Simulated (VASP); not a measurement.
Runs of VASP 6.6.1 on W. The structure is that of space group I4/mmm (No. 139), or close to it. The cells are those of the table. 

```csv
cell,gap on the mesh (eV),pressure (GPa)
"a = 2.664, b = 2.871 Å, angles 57.4, 65.2, 57.4°, 1 atom",none,(b)
"a = 3.065, b = 2.871 Å, angles 62.1, 55.9, 62.1°, 1 atom",none,-39.2
"a = 3.094, b = 2.871 Å, angles 62.4, 55.3, 62.4°, 1 atom",none,-41.2
"a = 3.037, b = 2.871 Å, angles 61.8, 56.4, 61.8°, 1 atom",none,(a)
"a = 2.714, b = 2.871 Å, angles 58.1, 63.9, 58.1°, 1 atom",none,20.7
```

Alike in all rows: task single point; level LDA; potentials or basis VASP PAW LDA potentials, release 64 (W_sv); no spin polarisation; k mesh 20 × 20 × 20; cutoff (eV) 520; smearing gaussian 0.15 eV.

Fill in the values left out.

(a) -36.9; (b) 38.8.

Caveats: spin-orbit coupling is left out, which moves the levels of the heavy elements.

A k mesh can miss the band edges, and the runs leave out spin-orbit coupling on W.

A gap of «none» marks levels without a gap at the run's occupations.
